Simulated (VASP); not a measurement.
# NbN (R-3m) in VASP: single point with PBEsol

Aim: the single point of NbN with PBEsol.

All numbers are computed with VASP 6.6.1; they aren't measurements. Logs are shortened: lines on timing, memory, paths and dates and some standing lists are left out, and cuts for length are marked.

## (1) The cell of the first run

It takes space group R-3m (No. 166, trigonal). The conventional cell has a = 3.102 Å, b = 3.102 Å, c = 7.565 Å, α = 90.00°, β = 90.00°, γ = 120.00°. Within 2.9 Å of Nb (site symmetry -3m) lie 6 N at 2.19 Å. N (site symmetry -3m) has 6 Nb at 2.19 Å within 2.9 Å.

## (2) Single point, PBEsol

INCAR

```
SYSTEM = NbN
  ALGO = Normal
  EDIFF = 1E-6
  ENCUT = 600
  GGA = PS
  GGA_COMPAT = .False.
  ISIF = 2
  ISMEAR = 0
  LASPH = .True.
  LCHARG = .False.
  LREAL = .False.
  LWAVE = .False.
  NBANDS = 36
  NELM = 120
  PREC = Accurate
  SIGMA = 0.1
```

KPOINTS

```
k-points
0
Gamma
  12 12 6
  0 0 0
```

POSCAR

```
NbN
1.0
    3.1018310105      0.0000000000      0.0000000000
   -1.5509155052      2.6862644533      0.0000000000
    0.0000000000      0.0000000000      7.5654570988
Nb N
3 3
Direct
    0.0000000000      0.0000000000      0.0000000000
    0.3333333333      0.6666666667      0.3333333333
    0.6666666667      0.3333333333      0.6666666667
    0.6666666667      0.3333333333      0.1666666667
    0.0000000000      0.0000000000      0.5000000000
    0.3333333333      0.6666666667      0.8333333333
```

Potentials or basis: VASP PAW PBE potentials, release 64 (Nb_sv, N).

Launch:

```console
$ cat potpaw_PBE.64/Nb_sv/POTCAR potpaw_PBE.64/N/POTCAR > POTCAR
$ mpirun -np 1 vasp_std > vasp.out
```

OUTCAR:

```text
SYSTEM = NbN
   EDIFF = 1E-6
   ENCUT = 600
   GGA = PS
   ISIF = 2
   ISMEAR = 0
   LASPH = .True.
   LREAL = .False.
   NELM = 120
   PREC = Accurate

 ion  position               nearest neighbor table
   1  0.000  0.000  0.000-   4 2.19   6 2.19   6 2.19   4 2.19   4 2.19   6 2.19
   2  0.333  0.667  0.333-   4 2.19   4 2.19   5 2.19   4 2.19   5 2.19   5 2.19
   3  0.667  0.333  0.667-   6 2.19   6 2.19   5 2.19   6 2.19   5 2.19   5 2.19
   4  0.667  0.333  0.167-   2 2.19   2 2.19   1 2.19   2 2.19   1 2.19   1 2.19
   5  0.000  0.000  0.500-   2 2.19   3 2.19   2 2.19   3 2.19   3 2.19   2 2.19
   6  0.333  0.667  0.833-   3 2.19   3 2.19   1 2.19   3 2.19   1 2.19   1 2.19

  LATTYP: Found a hexagonal cell.
 ALAT       =     3.1018310105
 C/A-ratio  =     2.4390294227

  Lattice vectors:

 A1 = (   3.1018310105,   0.0000000000,   0.0000000000)
 A2 = (  -1.5509155052,   2.6862644533,   0.0000000000)
 A3 = (   0.0000000000,   0.0000000000,   7.5654570988)

Analysis of symmetry for initial positions (statically):
=====================================================================
 Subroutine PRICEL returns following result:

  LATTYP: Found a trigonal (rhomboedric) cell.
 ALAT       =     3.0930065917
 COS(alpha) =     0.4971429071

  Lattice vectors:

 A1 = (   1.5509155050,   0.8954214846,  -2.5218190334)
 A2 = (   0.0000000001,  -1.7908429690,  -2.5218190327)
 A3 = (  -1.5509155051,   0.8954214843,  -2.5218190327)

   3 primitive cells build up your supercell.

 Routine SETGRP: Setting up the symmetry group for a
 hexagonal supercell.

 Subroutine GETGRP returns: Found 12 space group operations
 (whereof 12 operations were pure point group operations)
 out of a pool of 24 trial point group operations.

The static configuration has the point symmetry D_3d.

Analysis of symmetry for dynamics (positions and initial velocities):
=====================================================================
 Subroutine PRICEL returns following result:

  LATTYP: Found a trigonal (rhomboedric) cell.
 ALAT       =     3.0930065917
 COS(alpha) =     0.4971429071

  Lattice vectors:

 A1 = (   1.5509155050,   0.8954214846,  -2.5218190334)
 A2 = (   0.0000000001,  -1.7908429690,  -2.5218190327)
 A3 = (  -1.5509155051,   0.8954214843,  -2.5218190327)

   3 primitive cells build up your supercell.

 Routine SETGRP: Setting up the symmetry group for a
 hexagonal supercell.

 Subroutine GETGRP returns: Found 12 space group operations
 (whereof 12 operations were pure point group operations)
 out of a pool of 24 trial point group operations.

The dynamic configuration has the point symmetry D_3d.

 Subroutine INISYM returns: Found 12 space group operations
 (whereof 12 operations are pure point group operations),
 and found     3 'primitive' translations

----------------------------------------------------------------------------------------

                                     Primitive cell

  volume of cell :      21.0126

  direct lattice vectors                    reciprocal lattice vectors
     1.550915505  0.895421485 -2.521819033     0.322390226  0.186132084 -0.132179720
     0.000000000 -1.790842969 -2.521819033    -0.000000000 -0.372264167 -0.132179720
    -1.550915505  0.895421484 -2.521819033    -0.322390226  0.186132084 -0.132179720

  length of vectors
     3.093006592  3.093006591  3.093006591     0.395034288  0.395034288  0.395034288

  position of ions in fractional coordinates (direct lattice)
     0.000000000  0.000000000  0.000000000
     0.500000000  0.500000000  0.500000000

  ion indices of the primitive-cell ions
   primitive index   ion index
                 1           1
                 2           4

----------------------------------------------------------------------------------------

 KPOINTS: k-points

Automatic generation of k-mesh.
 Grid dimensions read from file:
 generate k-points for:   12   12    6

 Generating k-lattice:

  Cartesian coordinates                     Fractional coordinates (reciprocal lattice)
     0.026865852  0.015511007  0.000000000     0.083333333 -0.000000000  0.000000000
     0.000000000  0.031022014  0.000000000     0.000000000  0.083333333  0.000000000
     0.000000000  0.000000000  0.022029953     0.000000000  0.000000000  0.166666667

  Length of vectors
     0.031022014  0.031022014  0.022029953

  Shift w.r.t. Gamma in fractional coordinates (k-lattice)
     0.000000000  0.000000000  0.000000000

 Subroutine IBZKPT returns following result:
 ===========================================

 Found    100 irreducible k-points:

 Following reciprocal coordinates:
            Coordinates               Weight
  0.000000  0.000000  0.000000      1.000000
  0.083333  0.000000  0.000000      6.000000
  0.166667  0.000000  0.000000      6.000000
  0.250000  0.000000  0.000000      6.000000
  0.333333  0.000000  0.000000      6.000000
  0.416667  0.000000  0.000000      6.000000
[... 16 lines left out ...]
  0.166667  0.000000  0.166667      6.000000
  0.000000  0.166667  0.166667      6.000000
 [... further k-points ...]
   k-points           NKPTS =    100   k-points in BZ     NKDIM =    100   number of bands    NBANDS=     36
   number of dos      NEDOS =    301   number of ions     NIONS =      6
   total plane-waves  NPLWV =  47040
   dimension x,y,z NGX =    28 NGY =   28 NGZ =   60
   dimension x,y,z NGXF=    56 NGYF=   56 NGZF=  120
   ions per type =               3   3
   NGX,Y,Z   is equivalent  to a cutoff of  15.01, 15.01, 13.18 a.u.
   NGXF,Y,Z  is equivalent  to a cutoff of  30.01, 30.01, 26.37 a.u.
 SYSTEM =  NbN
   PREC   = accura    normal or accurate (medium, high low for compatibility)
   ISTART =      0    job   : 0-new  1-cont  2-samecut
   ICHARG =      2    charge: 1-file 2-atom 10-const
   ISPIN  =      1    spin polarized calculation?
   LNONCOLLINEAR =      F non collinear calculations
   LSORBIT =      F    spin-orbit coupling
   LASPH  =      T    aspherical Exc in radial PAW
   ENCUT  =  600.0 eV  44.10 Ry    6.64 a.u.   6.20  6.20 15.11*2*pi/ulx,y,z
   NELM   =    120;   NELMIN=  2; NELMDL= -5     # of ELM steps
   EDIFF  = 0.1E-05   stopping-criterion for ELM
   LREAL  =      F    real-space projection
   EDIFFG = 0.1E-04   stopping-criterion for IOM
   NSW    =      0    number of steps for IOM
   IBRION =     -1    ionic relax: 0-MD 1-quasi-New 2-CG
   NFREE  =      0    steps in history (QN), initial steepest desc. (CG)
   ISIF   =      2    stress and relaxation
   ISYM   =      2    0-nonsym 1-usesym 2-fastsym
   POTIM  = 0.5000    time-step for ionic-motion
   TEBEG  =    0.0;   TEEND  =   0.0 temperature during run
   PSTRESS=    0.0 pullay stress
   NELECT =      54.0000    total number of electrons
   NUPDOWN=      -1.0000    fix difference up-down
   EMIN   =  10.00;   EMAX   =-10.00  energy-range for DOS
   EFERMI =   0.00;   METHOD = LEGACY
   ISMEAR =     0;   SIGMA  =   0.10  broadening in eV -4-tet -1-fermi 0-gaus
   EFERMI_NEDOS =   21; number of points for ismear=-14 and -15
   IALGO  =     38    algorithm
   IMIX   =      4    mixing-type and parameters
     AMIX     =   0.40;   BMIX     =  1.00
     AMIX_MAG =   1.60;   BMIX_MAG =  1.00
  volume/ion in A,a.u.               =      10.51        70.90
  Fermi-wavevector in a.u.,A,eV,Ry     =   1.554791  2.938129 32.890391  2.417376
  Thomas-Fermi vector in A             =   2.658826
   LORBIT       =      0    0 simple, 1 ext, 2 COOP (PROOUT), +10 PAW based schemes
   GGA     = PS    functional components
   LHFCALC =     F    Hartree Fock is set to
   AEXX    =    0.0000 exact exchange contribution
   IVDW    =     0    specifies the selected vdW correction
   LEPSILON=     F    determine dielectric tensor
   LRPA    =     F    only Hartree local field effects (RPA)
 non-spin polarized calculation
 Gauss-broadening in eV      SIGMA  =   0.10
  energy-cutoff  :      600.00
  volume of cell :       63.04
 maximum number of plane-waves:      2119
 NGX is ok and might be reduce to    28
   NGX = 13   NGY = 13   NGZ = 31

 number of electron      54.0000003 magnetization

 Free energy of the ion-electron system (eV)
  ---------------------------------------------------
  ext. energy  EPLUGINS =         0.00000000
  ---------------------------------------------------
  free energy    TOTEN  =       -65.71743247 eV

  energy without entropy =      -65.70041868  energy(sigma->0) =      -65.70892557

 E-fermi :  13.9925     XC(G=0): -13.5988

 val. band max:       13.9847601431   @ k =  -0.0833   0.2500   0.3333
 cond. band min:      13.9951335863   @ k =   0.0000   0.0833   0.3333
 fundamental gap:      0.0103734432
 Fermi energy:        13.9924746512

 k-point     1 :       0.0000    0.0000    0.0000
  band No.  band energies     occupation
      1     -42.2745      2.00000
      2     -42.1654      2.00000
      3     -42.1654      2.00000
      4     -18.7931      2.00000
      5     -18.7931      2.00000
      6     -18.0206      2.00000
[... 28 lines left out ...]
     35      14.4192      0.00000
     36      17.2953      0.00000

 k-point     2 :       0.0833    0.0000    0.0000
  band No.  band energies     occupation
      1     -42.2661      2.00000
      2     -42.1604      2.00000
      3     -42.1602      2.00000
      4     -18.7803      2.00000
      5     -18.7794      2.00000
      6     -18.0918      2.00000
[... 28 lines left out ...]
     35      15.3464      0.00000
     36      17.6828      0.00000

 k-point     3 :       0.1667    0.0000    0.0000
  band No.  band energies     occupation
      1     -42.2427      2.00000
      2     -42.1473      2.00000
      3     -42.1457      2.00000
      4     -18.7522      2.00000
      5     -18.7468      2.00000
      6     -18.2293      2.00000
[... 28 lines left out ...]
     35      16.1195      0.00000
     36      17.1841      0.00000
[... 742 lines left out ...]
 k-point    23 :       0.1667    0.0000    0.1667
  band No.  band energies     occupation
      1     -42.2385      2.00000
      2     -42.1685      2.00000
      3     -42.1286      2.00000
      4     -18.8588      2.00000
      5     -18.6265      2.00000
      6     -18.1926      2.00000
[... 28 lines left out ...]
     35      16.1240      0.00000
     36      16.4012      0.00000

 k-point    24 :       0.0000    0.1667    0.1667
  band No.  band energies     occupation
      1     -42.2391      2.00000
      2     -42.1667      2.00000
      3     -42.1298      2.00000
      4     -18.8490      2.00000
      5     -18.6163      2.00000
      6     -18.2462      2.00000
[... 28 lines left out ...]
     35      16.0030      0.00000
     36      16.6948      0.00000

 [... further k-points ...]

------------------------ aborting loop because EDIFF is reached ----------------------------------------

  FORCE on cell =-STRESS in cart. coord.  units (eV):
  Direction    XX          YY          ZZ          XY          YZ          ZX
  --------------------------------------------------------------------------------------
  -------------------------------------------------------------------------------------
  Total       -0.2678887     -0.2678887     -0.2756852     -0.0000000      0.0000000      0.0000000
  in kB       -6.8086801     -6.8086801     -7.0068367     -0.0000000      0.0000000      0.0000000
  external PRESSURE =      -6.8747323 kB  Pullay stress =       0.0000000 kB

 VOLUME and BASIS-vectors are now :
 -----------------------------------------------------------------------------
  energy-cutoff  :      600.00
  volume of cell :       63.04
      direct lattice vectors                 reciprocal lattice vectors
     3.101831011  0.000000000  0.000000000     0.322390226  0.186132084  0.000000000
    -1.550915505  2.686264453  0.000000000     0.000000000  0.372264167  0.000000000
     0.000000000  0.000000000  7.565457099     0.000000000  0.000000000  0.132179720

 POSITION                                       TOTAL-FORCE (eV/Angst)
 -----------------------------------------------------------------------------------
      0.00000      0.00000      0.00000         0.000000      0.000000      0.000000
     -0.00000      1.79084      2.52182        -0.000000     -0.000000      0.000000
      1.55092      0.89542      5.04364         0.000000      0.000000      0.000000
      1.55092      0.89542      1.26091        -0.000000      0.000000      0.000000
      0.00000      0.00000      3.78273        -0.000000      0.000000      0.000000
     -0.00000      1.79084      6.30455        -0.000000      0.000000     -0.000000
 -----------------------------------------------------------------------------------
    total drift:                               -0.000000      0.000000      0.000000

  FREE ENERGIE OF THE ION-ELECTRON SYSTEM (eV)
  ---------------------------------------------------
  free  energy   TOTEN  =       -65.7174324673 eV

  energy  without entropy=      -65.7004186796  energy(sigma->0) =      -65.70892557
```

Wall time 3.4 min (1 thread of AMD EPYC 9R45 (Zen 5), shared host); peak memory 0.32 GiB.

Results:

```yaml
Free_energy: -65.7174 eV
Pressure: -0.7 GPa
Band_gap_on_the_k_mesh: zero (bands 27 and 28 overlap by 2.82 eV)
```

Caveat: the PAW data sets were made with another functional, which shifts forces and pressure a little.
